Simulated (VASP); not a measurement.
# Al32N31 (a cell with a defect) in VASP: notebook, part 2 of 2

VASP 6.6.1.

## (3) Single point, PBEsol, collinear spin

Contents of INCAR:

```
SYSTEM = Al32N31
PREC = Accurate
ENCUT = 520
EDIFF = 1E-6
ISMEAR = -1
SIGMA = 0.05
LREAL = Auto
LASPH = .True.
NELM = 200
ALGO = Normal
ISIF = 2
LWAVE = .False.
LCHARG = .True.
ISPIN = 2
MAGMOM = 0 0 0 0 0 0 0 0.25 0 0 0 0 0 0 0 0.25 0 0 0 0 0 0 0 0.25 0 0 0 0 0 0 0 0.25 0 0 0 0 0 0 0 0 0 0 0 0 0 0 0 0 0 0 0 0 0 0 0 0 0 0 0 0 0 0 0
LORBIT = 11
GGA = PS
LELF = .True.
LVHAR = .True.
ISYM = -1
NBANDS = 166
GGA_COMPAT = .False.
```

Contents of KPOINTS:

```
explicit points
1
Reciprocal
  0.25000000   0.25000000   0.25000000 1
```

Contents of POSCAR:

```
Al32N31
1.0
    8.7554440000      0.0000000000      0.0000000000
    0.0000000000      8.7554440000      0.0000000000
    0.0000000000      0.0000000000      8.7554440000
Al N
32 31
Direct
    0.9990770000      0.0001370000      0.9998000000
    0.9998720000      0.0015960000      0.4991460000
    0.9998850000      0.4994810000      0.0012720000
    0.9997690000      0.5002570000      0.4998510000
    0.5001470000      0.9985010000      0.9981870000
    0.5003130000      0.9999040000      0.5002680000
    0.5002720000      0.5006570000      0.9995530000
    0.4906850000      0.5041920000      0.5038150000
    0.2502960000      0.2496710000      0.9997320000
    0.2493400000      0.2484300000      0.4990470000
    0.2497270000      0.7505620000      0.0007780000
    0.2498940000      0.7496610000      0.4996230000
    0.7495040000      0.2513420000      0.9986160000
    0.7487090000      0.2506400000      0.5003850000
    0.7491680000      0.7494520000      0.9994970000
    0.7572450000      0.7461020000      0.5057470000
    0.2503200000      0.0000810000      0.2492890000
    0.2497390000      0.0011200000      0.7501620000
    0.2493030000      0.4993860000      0.2480410000
    0.2499180000      0.4999980000      0.7492510000
    0.7494910000      0.9989370000      0.2509850000
    0.7491720000      0.9998370000      0.7490920000
    0.7487510000      0.5007730000      0.2502650000
    0.7572720000      0.5061240000      0.7457900000
    0.9989760000      0.2498800000      0.2495060000
    0.9997170000      0.2488680000      0.7502940000
    0.9997340000      0.7506970000      0.2485170000
    0.9993170000      0.7499260000      0.7494920000
    0.4998270000      0.2511920000      0.2508510000
    0.5001080000      0.2504560000      0.7489860000
    0.5001140000      0.7493140000      0.2500860000
    0.4937730000      0.7439830000      0.7436970000
    0.1247500000      0.1251780000      0.1248010000
    0.1247640000      0.1252110000      0.6247000000
    0.1247690000      0.6250540000      0.1248200000
    0.1248440000      0.6252550000      0.6248740000
    0.6244980000      0.1251340000      0.1247730000
    0.6248070000      0.1252530000      0.6249080000
    0.6248090000      0.6252700000      0.1249110000
    0.3759920000      0.3747790000      0.1243110000
    0.3725300000      0.3716890000      0.6256240000
    0.3761460000      0.8754170000      0.1251110000
    0.3736480000      0.8773210000      0.6236480000
    0.8734330000      0.3750220000      0.1255020000
    0.8760260000      0.3731770000      0.6239050000
    0.8735680000      0.8756220000      0.1245170000
    0.8771090000      0.8788140000      0.6259190000
    0.3759630000      0.1246620000      0.3744330000
    0.3761310000      0.1254540000      0.8750690000
    0.3724370000      0.6259570000      0.3712890000
    0.3735960000      0.6240090000      0.8769840000
    0.8734520000      0.1258890000      0.3746580000
    0.8735750000      0.1248950000      0.8752550000
    0.8760910000      0.6243040000      0.3727900000
    0.8771530000      0.6262920000      0.8784680000
    0.1250550000      0.3747170000      0.3743620000
    0.1244830000      0.3747360000      0.8753320000
    0.1244790000      0.8757340000      0.3743930000
    0.1252630000      0.8756140000      0.8752150000
    0.6225850000      0.3799070000      0.3795450000
    0.6264770000      0.3801000000      0.8701590000
    0.6264670000      0.8705210000      0.3797110000
    0.6230880000      0.8702850000      0.8699420000
```

Potentials or basis: VASP PAW PBE potentials, release 64 (Al, N).

Command:

```bash
cat potpaw_PBE.64/Al/POTCAR potpaw_PBE.64/N/POTCAR > POTCAR
mpirun -np 1 vasp_std > vasp.out
```

Run time: 5.4 min. Hardware: 1 thread of Intel Xeon 6975P-C (Granite Rapids), shared host; peak memory 0.97 GiB.

The run converged. Its results:

```
Free energy                                           : -485.2031 eV
Pressure                                              : -0.2 GPa
Largest force                                         : 0.032 eV/Å
Net moment                                            : 1.00 μB per cell
Site moments                                          : Al +0.00, +0.05, -0.00, +0.03, +0.02 (each value once); N -0.00, +0.00, +0.02 (each value once) μB
Valence electrons inside the program's atomic spheres : Al 0.81, 0.82, 0.80, 0.79, 0.78 (each value once); N 3.84, 3.82, 3.85, 3.83, 3.81 (each value once)
```

Forces on the atoms (eV/Å):
```
Al  -0.001  0.004 -0.002
Al   0.000  0.005 -0.005
Al   0.002 -0.001 -0.005
Al  -0.008 -0.007  0.005
Al   0.001  0.004 -0.005
Al  -0.014 -0.001 -0.002
Al  -0.004 -0.005 -0.003
Al  -0.012 -0.008 -0.012
Al   0.003  0.004  0.000
Al   0.004 -0.003 -0.006
Al   0.003 -0.001 -0.006
Al  -0.001 -0.002 -0.005
Al  -0.001  0.001 -0.011
Al   0.002 -0.001 -0.001
Al   0.004  0.004  0.000
Al   0.015  0.000 -0.008
Al  -0.003  0.007  0.008
Al   0.006 -0.001  0.004
Al   0.006 -0.004 -0.005
Al  -0.007 -0.006  0.006
Al   0.005 -0.001 -0.001
Al  -0.001  0.006  0.006
Al  -0.002 -0.004  0.003
Al   0.015 -0.013 -0.002
Al  -0.001 -0.001  0.002
Al  -0.011  0.003  0.005
Al  -0.009  0.003 -0.004
Al   0.004 -0.005  0.011
Al  -0.002  0.002  0.000
Al  -0.005 -0.011 -0.005
Al  -0.010 -0.002 -0.007
Al  -0.012  0.025  0.015
N    0.002 -0.002  0.002
N    0.003 -0.005 -0.003
N    0.000  0.002  0.001
N    0.001  0.001  0.000
N    0.001 -0.001  0.002
N    0.003  0.003  0.002
N    0.003  0.002  0.001
N   -0.001 -0.001 -0.002
N   -0.014 -0.005  0.004
N    0.003  0.000 -0.002
N    0.002  0.004 -0.004
N    0.002 -0.001  0.004
N    0.009  0.003  0.004
N    0.000  0.001  0.007
N    0.006  0.001  0.003
N    0.005 -0.002 -0.002
N    0.006 -0.002  0.002
N   -0.003  0.010 -0.001
N    0.004 -0.004  0.006
N   -0.003 -0.003 -0.001
N   -0.002  0.002  0.003
N    0.000  0.002  0.002
N    0.005  0.007  0.000
N    0.002  0.000 -0.001
N   -0.002  0.007  0.000
N   -0.001 -0.003  0.002
N    0.003 -0.001  0.003
N    0.012 -0.002 -0.007
N   -0.010  0.008 -0.002
N   -0.008 -0.008  0.008
N    0.009 -0.003 -0.002
```

Stress tensor (GPa, compression positive):
```
 0.25 -0.04 -0.04
-0.04 -0.40 -0.21
-0.04 -0.21 -0.40
```

Levels at points of the mesh, in eV from the Fermi level:
Spin up:
| k point | band 124 | band 125 | band 126 | band 127 | band 128 | band 129 |
| --- | --- | --- | --- | --- | --- | --- |
| (0.25, 0.25, 0.25) | -3.58 | -3.18 | -0.28 | 0.33 | 0.42 | 0.68 |
Spin down:
```
           k point  band 123  band 124  band 125  band 126  band 127  band 128
(0.25, 0.25, 0.25)     -3.58     -3.58     -2.99      0.32      0.40      0.44
```

Caveat: the PAW data sets were made with another functional, which shifts forces and pressure a little.

## (4) Relaxation of the atoms, PBEsol

Contents of INCAR:

```
SYSTEM = Al32N31
PREC = Accurate
ENCUT = 520
EDIFF = 1E-7
ISMEAR = -1
SIGMA = 0.05
LREAL = Auto
LASPH = .TRUE.
NELM = 120
ALGO = Normal
ISIF = 2
LWAVE = .FALSE.
LCHARG = .FALSE.
GGA = PS
IBRION = 2
NSW = 100
EDIFFG = -0.03
NELECT = 248.0
ISYM = -1
GGA_COMPAT = .FALSE.
NELMIN = 4
```

KPOINTS is that of step 3.

Contents of POSCAR:

```
Al32N31
1.0
    8.7554440000      0.0000000000      0.0000000000
    0.0000000000      8.7554440000      0.0000000000
    0.0000000000      0.0000000000      8.7554440000
Al N
32 31
Direct
    0.0000440000      0.0022480000      0.9980730000
    0.0027210000      0.0000540000      0.5000100000
    0.0023170000      0.5007800000      0.9993580000
    0.9968270000      0.5049860000      0.5022810000
    0.4969940000      0.0007680000      0.0004350000
    0.4971020000      0.0012450000      0.5011160000
    0.4967770000      0.5029010000      0.9982710000
    0.4993460000      0.4996610000      0.4992580000
    0.2509870000      0.2486300000      0.9979620000
    0.2466700000      0.2505550000      0.5011300000
    0.2544100000      0.7519240000      0.9997770000
    0.2481020000      0.7464440000      0.4976920000
    0.7527230000      0.2529580000      0.0021820000
    0.7427880000      0.2514670000      0.4997960000
    0.7489190000      0.7489500000      0.9993920000
    0.7504110000      0.7526990000      0.5000080000
    0.2482530000      0.9965680000      0.2520460000
    0.2527840000      0.0016150000      0.7485540000
    0.2489380000      0.4918470000      0.2525610000
    0.2489530000      0.4987300000      0.7460470000
    0.7467280000      0.9987500000      0.2495380000
    0.7490610000      0.9975660000      0.7506360000
    0.7499370000      0.5036880000      0.2468750000
    0.7516380000      0.5012980000      0.7515620000
    0.9949580000      0.2540200000      0.2503030000
    0.9991520000      0.2484730000      0.7473100000
    0.0005190000      0.7511110000      0.2472300000
    0.9993420000      0.7486640000      0.7504720000
    0.5021590000      0.2498400000      0.2497620000
    0.4998070000      0.2495620000      0.7493400000
    0.5014930000      0.7539290000      0.2486600000
    0.4973790000      0.7474300000      0.7508820000
    0.1250820000      0.1271100000      0.1270760000
    0.1224560000      0.1209180000      0.6256840000
    0.1235710000      0.6228570000      0.1252370000
    0.1244730000      0.6259700000      0.6243770000
    0.6224950000      0.1273110000      0.1234120000
    0.6272390000      0.1273930000      0.6293580000
    0.6243140000      0.6241850000      0.1229550000
    0.3732830000      0.3714520000      0.1236830000
    0.3773460000      0.3751330000      0.6231340000
    0.3798350000      0.8747790000      0.1240950000
    0.3781290000      0.8773740000      0.6233130000
    0.8766030000      0.3767310000      0.1243850000
    0.8746870000      0.3740690000      0.6241720000
    0.8738510000      0.8740690000      0.1280680000
    0.8722420000      0.8734930000      0.6238940000
    0.3750070000      0.1240580000      0.3742130000
    0.3716920000      0.1213660000      0.8775820000
    0.3737420000      0.6281040000      0.3763190000
    0.3748290000      0.6212570000      0.8759860000
    0.8707510000      0.1240410000      0.3736010000
    0.8760010000      0.1276260000      0.8715770000
    0.8778260000      0.6223250000      0.3740600000
    0.8784310000      0.6256040000      0.8735540000
    0.1278740000      0.3764950000      0.3775370000
    0.1239540000      0.3731700000      0.8716830000
    0.1285130000      0.8760440000      0.3720420000
    0.1251190000      0.8777140000      0.8732900000
    0.6245160000      0.3778130000      0.3766670000
    0.6274580000      0.3744040000      0.8746590000
    0.6220970000      0.8739190000      0.3800660000
    0.6257730000      0.8762830000      0.8753550000
```

Command:

```bash
cat potpaw_PBE.64/Al/POTCAR potpaw_PBE.64/N/POTCAR > POTCAR
mpirun -np 1 vasp_std > vasp.out
```

Wall time 24 min (1 thread of Intel Xeon 6975P-C (Granite Rapids), shared host); peak memory 0.81 GiB.

Results (log left out):

```yaml
Free_energy: -507.9068 eV
Energy_gained_by_relaxing: 42.3 meV/atom
Ionic_steps: 15
Largest_force_after_relaxing: 0.026 eV/Å
```

Forces in eV/Å, atoms in the order of the input:
```
Al   0.000  0.007  0.003
Al  -0.006 -0.006  0.003
Al  -0.016  0.014  0.000
Al   0.009 -0.008 -0.006
Al   0.003  0.005  0.014
Al   0.012 -0.001 -0.006
Al  -0.006  0.002  0.008
Al   0.010 -0.003 -0.008
Al   0.005  0.004  0.016
Al  -0.003  0.010 -0.003
Al   0.000 -0.019 -0.002
Al   0.000 -0.004 -0.004
Al  -0.004 -0.003  0.000
Al   0.005  0.004 -0.006
Al   0.008 -0.001 -0.002
Al  -0.002  0.000 -0.001
Al  -0.012 -0.001  0.000
Al  -0.005 -0.002 -0.003
Al   0.005  0.003 -0.010
Al   0.010  0.007  0.006
Al   0.005 -0.009 -0.001
Al  -0.001  0.000  0.001
Al  -0.007 -0.013  0.003
Al   0.001 -0.001 -0.009
Al   0.008  0.003 -0.010
Al   0.005  0.008  0.001
Al   0.008  0.000  0.006
Al   0.002 -0.011 -0.001
Al  -0.005  0.022  0.006
Al  -0.007  0.002 -0.005
Al   0.003 -0.010  0.011
Al  -0.008 -0.014  0.009
N    0.005 -0.005 -0.001
N    0.005  0.011  0.006
N   -0.003  0.010  0.006
N    0.001  0.002  0.006
N   -0.004 -0.013 -0.012
N    0.002 -0.008  0.000
N    0.000 -0.001 -0.006
N    0.001 -0.001 -0.008
N   -0.004 -0.009 -0.006
N   -0.009  0.011 -0.010
N   -0.007  0.007  0.012
N    0.007 -0.011 -0.004
N    0.009 -0.021  0.013
N    0.002  0.001  0.003
N    0.010  0.017 -0.009
N   -0.014 -0.005 -0.004
N    0.002 -0.002 -0.004
N    0.003 -0.004  0.002
N   -0.006  0.019 -0.009
N    0.004  0.001  0.004
N   -0.007  0.000 -0.001
N    0.001  0.018 -0.004
N   -0.002 -0.009  0.005
N   -0.003 -0.009 -0.001
N   -0.002 -0.005  0.005
N   -0.003  0.003 -0.002
N    0.002  0.004 -0.009
N   -0.016 -0.005  0.009
N    0.007 -0.014  0.003
N    0.009  0.010 -0.003
N   -0.009  0.018  0.007
```

The path:
```
step  energy change (eV)  largest force (eV/Å)  pressure (GPa)
   1              0.0000                1.8318           -7.03
   2             -1.2161                1.8267           -6.65
   3             -1.2185                1.8146           -6.70
   4             -1.9411                1.2925           -5.89
   5             -2.0678                1.0738           -5.50
   6             -2.4962                0.8524           -5.19
   7             -2.4962                0.8522           -5.19
   8             -2.6209                0.4466           -4.96
   9             -2.6227                0.3444           -4.99
  10             -2.6521                0.1452           -4.89
  11             -2.6541                0.1103           -4.92
  12             -2.6605                0.0668           -4.89
  13             -2.6605                0.0660           -4.89
  14             -2.6616                0.0410           -4.88
  15             -2.6618                0.0263           -4.88
```

Final structure:
```
CELL_PARAMETERS angstrom
8.75544 0.00000 0.00000
0.00000 8.75544 0.00000
0.00000 0.00000 8.75544
ATOMIC_POSITIONS crystal
Al 0.00012 0.00053 0.00025
Al 0.00294 0.00330 0.49799
Al 0.00319 0.49835 0.00296
Al 0.00155 0.50035 0.49996
Al 0.49818 0.00331 0.00283
Al 0.49980 0.00202 0.49997
Al 0.49978 0.50018 0.00173
Al 0.47342 0.47385 0.47344
Al 0.24901 0.24944 0.99999
Al 0.24637 0.24662 0.49807
Al 0.24652 0.75164 0.00296
Al 0.24744 0.74982 0.49987
Al 0.75127 0.24690 0.00292
Al 0.74927 0.24797 0.49996
Al 0.74943 0.74984 0.00194
Al 0.77579 0.77610 0.47365
Al 0.24924 0.00056 0.24913
Al 0.24647 0.00325 0.75120
Al 0.24626 0.49825 0.24647
Al 0.24743 0.50027 0.74935
Al 0.75104 0.00329 0.24652
Al 0.74949 0.00224 0.74946
Al 0.74945 0.50043 0.24746
Al 0.77581 0.47422 0.77600
Al 0.99997 0.24955 0.24933
Al 0.00273 0.24676 0.75101
Al 0.00286 0.75150 0.24633
Al 0.00192 0.74999 0.74959
Al 0.49802 0.24661 0.24626
Al 0.49997 0.24796 0.74954
Al 0.49985 0.74983 0.24749
Al 0.47369 0.77607 0.77570
N 0.12473 0.12529 0.12494
N 0.12477 0.12508 0.62477
N 0.12496 0.62512 0.12482
N 0.12470 0.62525 0.62480
N 0.62489 0.12528 0.12482
N 0.62474 0.12519 0.62487
N 0.62472 0.62520 0.12479
N 0.37488 0.37526 0.12503
N 0.37429 0.37465 0.62635
N 0.37519 0.87507 0.12465
N 0.37411 0.87572 0.62322
N 0.87467 0.37556 0.12466
N 0.87519 0.37476 0.62325
N 0.87457 0.87507 0.12511
N 0.87543 0.87574 0.62655
N 0.37513 0.12539 0.37506
N 0.37508 0.12499 0.87465
N 0.37415 0.62667 0.37422
N 0.37412 0.62353 0.87546
N 0.87448 0.12500 0.37515
N 0.87469 0.12543 0.87467
N 0.87545 0.62360 0.37410
N 0.87565 0.62700 0.87564
N 0.12493 0.37539 0.37520
N 0.12457 0.37535 0.87444
N 0.12463 0.87502 0.37497
N 0.12511 0.87510 0.87483
N 0.62633 0.37470 0.37411
N 0.62326 0.37464 0.87551
N 0.62316 0.87571 0.37423
N 0.62657 0.87569 0.87537
```

Levels at points of the mesh, in eV from the Fermi level:
| k point | band 121 | band 122 | band 123 | band 124 | band 125 | band 126 | band 127 | band 128 |
| --- | --- | --- | --- | --- | --- | --- | --- | --- |
| (0.25, 0.25, 0.25) | -1.04 | -1.04 | -0.94 | -0.94 | 0.90 | 2.85 | 3.37 | 3.37 |

Caveat: the cell carries a net charge on a neutralising background, which shifts energy and pressure; the cell is charged against a uniform background, so pressure and absolute levels hang on convention; the PAW data sets were made with another functional, which shifts forces and pressure a little.
